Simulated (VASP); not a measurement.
## TiO2: single point with r2SCAN+rVV10

The system is TiO2.

```
Ti O
1.0
     2.86264    0.00000    0.00000
    -1.43132    2.47912    0.00000
     0.00000    0.00000    9.46213
Ti O
2 4
Cartesian
  1.4313 0.8264 2.3659
  0.0000 1.6527 7.0962
  0.0000 1.6527 3.4807
  1.4313 0.8264 8.2110
  0.0000 1.6527 1.2511
  1.4313 0.8264 5.9814
```

```yaml
Program: VASP 6.6.1
Task: single point
Functional: r2SCAN
Dispersion: rVV10
Potentials_or_basis: VASP PAW PBE potentials, release 64 (Ti_sv, O)
Cutoff: 520 eV
k_mesh: 12 × 12 × 4
Occupations: fermi-dirac, width 0.03 eV
Spin: no spin polarisation
Dipole_correction: no
Further_INCAR_settings: ALGO = Normal; EDIFF = 1e-07; NBANDS = 33
```

```json
{"Pressure": "1.4 GPa", "Largest force": "0.111 eV/Å", "Band gap on the k mesh": "0.86 eV (least direct gap 1.56 eV)"}
```

Forces on the atoms (eV/Å):
```
Ti   0.000  0.000  0.000
Ti   0.000  0.000  0.000
O    0.000  0.000  0.110
O    0.000  0.000  0.111
O    0.000  0.000 -0.111
O    0.000  0.000 -0.110
```

Stress tensor (GPa, compression positive):
```
1.65 0.00 0.00
0.00 1.65 0.00
0.00 0.00 0.90
```

Levels at points of the mesh, in eV from the valence-band top:
```
           k point  band 21  band 22  band 23  band 24  band 25  band 26  band 27  band 28
(0.00, 0.00, 0.00)    -2.34    -2.34    -1.80     0.00     2.82     3.05     3.91     3.91
(0.50, 0.00, 0.00)    -2.47    -2.30    -0.91    -0.90     1.23     1.53     3.65     3.65
(0.00, 0.00, 0.50)    -2.38    -2.38    -0.85    -0.84     2.97     2.97     3.92     3.92
(0.50, 0.00, 0.50)    -2.38    -2.38    -0.91    -0.91     1.39     1.39     3.65     3.65
```

Wall time 8.5 min on 1 thread of Intel(R) Xeon(R) 6975P-C (Granite Rapids), on a shared host, peak memory 0.43 GiB.

Caveat: the PAW data sets were made with another functional, which shifts forces and pressure a little. A k mesh can miss the band edges.
